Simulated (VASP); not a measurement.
Write the native input for VASP 6.6.1 that does the following.

```yaml
Task: single point
Functional: LDA
Potentials_or_basis: VASP PAW LDA potentials, release 64 (Ni)
Cutoff: 600 eV
k_mesh: 15 × 15 × 15
Occupations: fermi-dirac, width 0.1 eV
Spin: no spin polarisation
Dipole_correction: no
Further_INCAR_settings: ALGO = Normal; EDIFF = 1e-06; NBANDS = 11
```

The structure of Ni lies in POSCAR:

```
Ni
1.0
    0.0000000000      1.7725500000      1.7725500000
    1.7725500000      0.0000000000      1.7725500000
    1.7725500000      1.7725500000      0.0000000000
Ni
1
Direct
    0.0000000000      0.0000000000      0.0000000000
```

The input as run:

INCAR

```
  PREC = Accurate
  ENCUT = 600
  EDIFF = 1E-6
  ISMEAR = -1
  SIGMA = 0.1
  LREAL = False
  LASPH = True
  NELM = 120
  ALGO = Normal
  ISIF = 2
  LWAVE = False
  LCHARG = False
  NBANDS = 11
  GGA_COMPAT = False
```

KPOINTS

```
regular mesh
0
Gamma
  15 15 15
```

Potentials or basis: VASP PAW LDA potentials, release 64 (Ni).

Launch:

```console
$ cat potpaw_LDA.64/Ni/POTCAR > POTCAR
$ mpirun -np 1 vasp_std > vasp.out
```

It gave:

| Item | Value |
| --- | --- |
| Pressure | -21.0 GPa |
| Band gap on the k mesh | zero (band 5 reaches 8.68 eV, above the bottom of band 6 at 7.78 eV) |

Caveat: the run has no spin polarisation, though such a crystal can be magnetic.

It took 12 s on 1 thread of Intel(R) Xeon(R) Platinum 8488C (Sapphire Rapids), with other jobs on the host, peak memory 0.13 GiB.
